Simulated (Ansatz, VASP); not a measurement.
# PtSe2: VASP beside Ansatz

POSCAR

```
PtSe2
1.0
    1.8776323312      1.0840515319      5.7607123393
   -1.8776323312      1.0840515319      5.7607123393
    0.0000000000     -2.1681030637      5.7607123393
Pt Se
1 2
Direct
    0.0000000000      0.0000000000      0.0000000000
    0.2586187874      0.2586187874      0.2586187874
    0.7413812126      0.7413812126      0.7413812126
```

File INCAR.step1:

```
SYSTEM = PtSe2
PREC = Accurate ; ENCUT = 520
ISMEAR = 0 ; SIGMA = 0.01
LREAL = .False. ; LASPH = .True.
NELM = 100 ; NBANDS = 18
GGA = PE ; ALGO = Normal
EDIFF = 1E-4 ; LWAVE = .True.
LCHARG = .False.
```

The input INCAR.step2:

```
SYSTEM = PtSe2
PREC = Accurate ; ENCUT = 520
EDIFF = 1E-7 ; ISMEAR = 0
SIGMA = 0.01 ; LREAL = .False.
LASPH = .True. ; NELM = 100
ALGO = Normal ; ISIF = 2
LWAVE = .False. ; LCHARG = .False.
METAGGA = R2SCAN ; LMIXTAU = .True.
NBANDS = 18 ; ISTART = 1
```

File KPOINTS:

```
Automatic mesh
0
Gamma
  8 8 8
  0 0 0
```

Input for Ansatz:

```yaml
crystal:
  lattice:
    - [1.8776323312, 1.0840515319, 5.7607123393]
    - [-1.8776323312, 1.0840515319, 5.7607123393]
    - [0.0, -2.1681030637, 5.7607123393]
  atoms:
    - { symbol: Pt, position: [0.0, 0.0, 0.0] }
    - { symbol: Se, position: [0.2586187874, 0.2586187874, 0.2586187874] }
    - { symbol: Se, position: [0.7413812126, 0.7413812126, 0.7413812126] }
kpoints:
  mp_grid: { grid: [8, 8, 8] }
  band_path:
    path:
      - [0.0, 0.0, 0.0]
      - [0.5, 0.5, 0.5]
      - [0.8105216083, 0.1894783917, 0.5]
      - [0.5, -0.1894783917, 0.1894783917]
      - [0.5, 0.0, 0.0]
      - [0.3447391959, -0.3447391959, 0.0]
      - [0.6552608041, 0.0, 0.3447391959]
      - [0.5, 0.0, 0.5]
      - [0.0344739196, -0.0344739196, 0.0]
      - [0.0, 0.25, -0.25]
      - [0.25, 0.25, -0.5]
    npoints: 1
hamiltonian:
  xc: r2scan
scf:
  occupations: { method: fixed }
  n_extra_bands: 4
output:
  forces: true
  stress: true
  eigenvalues: true
```

Change from the starting cell: biaxial_xy strain +1.7%.

Alike in both runs: task single point; functional r2SCAN; k mesh 8 × 8 × 8; no spin polarisation.

|  | VASP | Ansatz |
| --- | --- | --- |
| version | VASP 6.6.1 | Ansatz 0.2.0 |
| potentials or method | VASP PAW PBE potentials, release 64 (Pt, Se) | plane waves, PAW |
| plane-wave cutoff (eV) | 520 | 500 |
| occupations | gaussian, width 0.01 eV | fixed |
| valence electrons in the cell | 22 | 50 |

|  | VASP | Ansatz | Ansatz less VASP |
| --- | --- | --- | --- |
| gap on the k mesh at the Fermi level (eV) | 0.53 | 0.54 | +0.013 |
| pressure (GPa) | -1.1 | -1.1 | -0.06 |
| traceless stress, the component that is largest in VASP (GPa) | 1.72 | 1.76 | +0.034 |
| rms of the force components (eV/Å) | 0.008 | 0.012 | +0.0040 |

VASP's potentials were made for PBE, not for r2SCAN. Atom by atom the forces differ by 0.004 eV/Å (rms over components). VASP's potentials hold 22 valence electrons a cell and Ansatz's 50, so a difference there can come from the potentials and not from the codes.

Spin-orbit coupling is off throughout.
